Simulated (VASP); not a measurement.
## SiC: single point with PBEsol

SiC:

```
Si C
1.0
     3.07604    0.00000    0.00000
    -1.53802    2.66393    0.00000
     0.00000    0.00000    5.04544
Si C
2 2
Cartesian
  0.0000 1.7760 0.0228
  1.5380 0.8880 2.5455
  0.0000 1.7760 1.9197
  1.5380 0.8880 4.4424
```

```json
{
  "Program": "VASP 6.6.1",
  "Task": "single point",
  "Functional": "PBEsol",
  "Potentials or basis": "VASP PAW PBE potentials, release 64 (Si, C)",
  "Cutoff": "520 eV",
  "k mesh": "6 × 6 × 4",
  "Occupations": "gaussian, width 0.1 eV",
  "Spin": "no spin polarisation",
  "Dipole correction": "no",
  "Further INCAR settings": "ALGO = Normal; EDIFF = 1e-06; NBANDS = 16"
}
```

```
Pressure               : 0.4 GPa
Band gap on the k mesh : 2.12 eV, indirect (least direct gap 3.85 eV)
```

Levels at points of the mesh, in eV from the valence-band top:
```csv
k point,band 5,band 6,band 7,band 8,band 9,band 10,band 11,band 12
"(0.00, 0.00, 0.00)",-1.33,-0.10,0.00,0.00,4.74,6.16,6.59,6.59
"(0.50, 0.00, 0.00)",-5.48,-3.35,-3.34,-1.20,2.65,4.13,6.80,7.04
"(0.00, 0.00, 0.50)",-0.72,-0.72,-0.72,-0.72,5.82,5.82,7.27,7.27
"(0.50, 0.00, 0.50)",-2.46,-2.46,-2.34,-2.34,3.17,3.17,5.16,5.16
```

Run time: 5.1 s on 1 thread of Intel(R) Xeon(R) 6975P-C (Granite Rapids), with other jobs on the host, peak memory 0.15 GiB.

Caveat: the PAW data sets were made with another functional, which shifts forces and pressure a little. As with any semilocal functional, this PBEsol gap is likely too small.
